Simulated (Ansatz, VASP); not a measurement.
## Ti3Al5 in VASP and in Ansatz

```xyz
8
Lattice="3.8983 0.0487 0.0000 0.0487 3.8983 0.0000 0.0000 0.0000 8.3249" Properties=species:S:1:pos:R:3 pbc="T T T"
Ti    0.0000    0.0000    4.1625
Ti    1.9735    1.9735    0.0000
Ti    1.9735    1.9735    4.1625
Al    0.0244    1.9491    2.0923
Al    0.0244    1.9491    6.2326
Al    1.9491    0.0244    2.0923
Al    1.9491    0.0244    6.2326
Al    0.0000    0.0000    0.0000
```

Change from the starting cell: strain +0.0250 x Voigt [0, 0, 0, 0, 0, 1], atoms carried along.

Alike in both runs: task single point; functional r2SCAN; k mesh 10 × 10 × 6; occupations gaussian, width 0.15 eV; no spin polarisation.

|  | VASP | Ansatz |
| --- | --- | --- |
| version | VASP 6.6.1 | Ansatz 0.2.0 |
| potentials or method | VASP PAW PBE potentials, release 64 (Ti_sv, Al), cutoff 520 eV | scalar-relativistic, plane waves, PAW |
| valence electrons in the cell | 51 | 51 |

|  | VASP | Ansatz | Ansatz less VASP |
| --- | --- | --- | --- |
| gap on the k mesh at the Fermi level (eV) | none | none | - |
| pressure (GPa) | 0.1 | 0.1 | -0.02 |
| traceless stress, the component that is largest in VASP (GPa) | -2.58 | -2.58 | -0.003 |
| rms of the force components (eV/Å) | 0.005 | 0.000 | -0.0045 |

VASP's potentials were made for PBE, not for r2SCAN. Atom by atom the forces differ by 0.005 eV/Å (rms over components). A gap of «none» marks a metal or a gap that the smearing closes.
